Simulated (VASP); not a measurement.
Set up this calculation in VASP 6.6.1, as the native input.

```yaml
Task: relaxation of cell and atoms
Functional: PBE
Potentials_or_basis: VASP PAW PBE potentials, release 64 (Ge_d)
Cutoff: 600 eV
k_mesh: 16 × 16 × 16
Occupations: gaussian, width 0.1 eV
Spin: no spin polarisation
Dipole_correction: no
Further_INCAR_settings: ALGO = Normal; EDIFF = 1e-06; IBRION = 2; EDIFFG = -0.005; NSW = 100; ISIF = 3
```

The structure of Ge lies in POSCAR:

```
Ge
1.0
    1.3971490000     -2.6005160000      0.0000000000
    1.3971490000      2.6005160000      0.0000000000
    0.0000000000      0.0000000000      2.6982310000
Ge
1
Direct
    0.5000000000      0.5000000000      0.0000000000
```

The input as run:

INCAR

```
SYSTEM = Ge
ALGO = Normal
EDIFF = 1E-6
EDIFFG = -0.005
ENCUT = 600
GGA = PE
IBRION = 2
ISIF = 3
ISMEAR = 0
LASPH = .TRUE.
LCHARG = .FALSE.
LREAL = .FALSE.
LWAVE = .FALSE.
NELM = 60
NSW = 100
PREC = Accurate
SIGMA = 0.1
```

KPOINTS

```
k-points
0
G
  16 16 16
  0 0 0
```

Potentials or basis: VASP PAW PBE potentials, release 64 (Ge_d).

Command:

```bash
$ cat potpaw_PBE.64/Ge_d/POTCAR > POTCAR
$ mpirun -np 1 vasp_std > vasp.out
```

Results of the run:

| Property | Result |
| --- | --- |
| Relaxed volume | 19.39 Å³/atom |
| Relaxed cell | a = 2.922 Å, b = 2.922 Å, c = 2.688 Å, α = 90.00°, β = 90.00°, γ = 122.32° |
| Space group after relaxing (to 0.1 Å) | Cmmm (No. 65) |
| Energy gained by relaxing | 1.8 meV/atom |
| Ionic steps | 11 |
| Pressure after relaxing | 0.0 GPa |
| Band gap on the k mesh | zero (bands 7 and 8 overlap by 9.60 eV) |

It took 11 min on 1 thread of Intel Xeon 8259CL, on a shared host, peak memory 0.3 GiB.
